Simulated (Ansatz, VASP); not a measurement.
## Pt2Se in VASP and in Ansatz

INCAR

```
SYSTEM = Pt2Se
  PREC = Accurate
  ENCUT = 520
  EDIFF = 1E-6
  ISMEAR = 0
  SIGMA = 0.1
  LREAL = .False.
  LASPH = .True.
  NELM = 80
  ALGO = Normal
  ISIF = 2
  LWAVE = .False.
  LCHARG = .False.
  GGA = PE
  NBANDS = 20
```

File KPOINTS:

```
Automatic mesh
0
Gamma
  8 8 8
  0 0 0
```

The input POSCAR:

```
Pt2Se
1.0
   -1.7713581773      1.7713581773      4.3453630287
    1.7713581773     -1.7713581773      4.3453630287
    1.7713581773      1.7713581773     -4.3453630287
Pt Se
2 1
Direct
    0.6650000000      0.6650000000      0.0000000000
    0.3350000000      0.3350000000      0.0000000000
    0.0000000000      0.0000000000      0.0000000000
```

Input for Ansatz:

```yaml
crystal:
  lattice:
    - [-1.7713581773, 1.7713581773, 4.3453630287]
    - [1.7713581773, -1.7713581773, 4.3453630287]
    - [1.7713581773, 1.7713581773, -4.3453630287]
  atoms:
    - { symbol: Pt, position: [0.665, 0.665, 0.0] }
    - { symbol: Pt, position: [0.335, 0.335, 0.0] }
    - { symbol: Se, position: [0.0, 0.0, 0.0] }
basis:
  ecutwfc: 420
kpoints:
  mp_grid: { grid: [8, 8, 8] }
hamiltonian:
  xc: pbe
scf:
  occupations: { method: gaussian, width: 0.1 }
  lower_state_search: "off"
output:
  forces: true
  stress: true
  eigenvalues: true
```

Alike in both runs: task single point; functional PBE; k mesh 8 × 8 × 8; occupations gaussian, width 0.1 eV; no spin polarisation.

```csv
,VASP,Ansatz
version,VASP 6.6.1,Ansatz 0.2.0
potentials or method,"VASP PAW PBE potentials, release 64 (Pt, Se), cutoff 520 eV","scalar-relativistic, plane waves, PAW"
valence electrons in the cell,26,52
```

|  | VASP | Ansatz | Ansatz less VASP |
| --- | --- | --- | --- |
| gap on the k mesh at the Fermi level (eV) | none | none | - |
| pressure (GPa) | -12.0 | -11.8 | +0.17 |
| traceless stress, the component that is largest in VASP (GPa) | 1.27 | 1.32 | +0.049 |
| rms of the force components (eV/Å) | 0.117 | 0.119 | +0.0015 |

Atom by atom the forces differ by 0.002 eV/Å (rms over components). A gap of «none» marks a metal or a gap that the smearing closes. VASP's potentials hold 26 valence electrons a cell and Ansatz's 52, so a difference there can come from the potentials and not from the codes.

Spin-orbit coupling is off throughout.
